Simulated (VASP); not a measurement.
Wanted: the native input for a VASP 6.6.1 run.

- Task: single point
- Functional: PBE
- Potentials or basis: VASP PAW PBE potentials, release 64 (Co)
- Cutoff: 520 eV
- k mesh: 19 × 19 × 10
- Occupations: fermi-dirac, width 0.08 eV
- Spin: collinear spin, ferromagnetic start
- Starting moments: [2.0, 2.0] μB
- Dipole correction: no
- Further INCAR settings: ALGO = Normal; EDIFF = 1e-06; NBANDS = 20

The structure of Co lies in POSCAR:

```
Co
1.0
    2.5356834805      0.0000000000      0.0000000000
   -1.2678417403      2.1959663102      0.0000000000
    0.0000000000      0.0000000000      4.1180935048
Co
2
Direct
    0.3333333333      0.6666666667      0.2500000000
    0.6666666667      0.3333333333      0.7500000000
```

One way to write it, as run:

INCAR

```
PREC = Accurate
ENCUT = 520
EDIFF = 1E-6
ISMEAR = -1
SIGMA = 0.08
LREAL = False
LASPH = True
NELM = 150
ALGO = Normal
ISIF = 2
LWAVE = False
LCHARG = False
ISPIN = 2
MAGMOM = 2 2
LORBIT = 11
LMAXMIX = 4
GGA = PE
NBANDS = 20
```

KPOINTS

```
Automatic mesh
0
Gamma
  19 19 10
```

Potentials or basis: VASP PAW PBE potentials, release 64 (Co).

Command:

```sh
$ cat potpaw_PBE.64/Co/POTCAR > POTCAR
$ mpirun -np 1 vasp_std > vasp.out
```

Results of the run:

| Property | Result |
| --- | --- |
| Pressure | -10.5 GPa |
| Net moment | 3.30 μB per cell |
| Site moments | Co +1.68 μB |
| Valence electrons inside the program's atomic spheres | Co 8.17 |

Caveat: the cell stands under tension.

Wall time 71 s on 1 thread of Intel(R) Xeon(R) 6975P-C (Granite Rapids), on a shared host, peak memory 0.26 GiB.
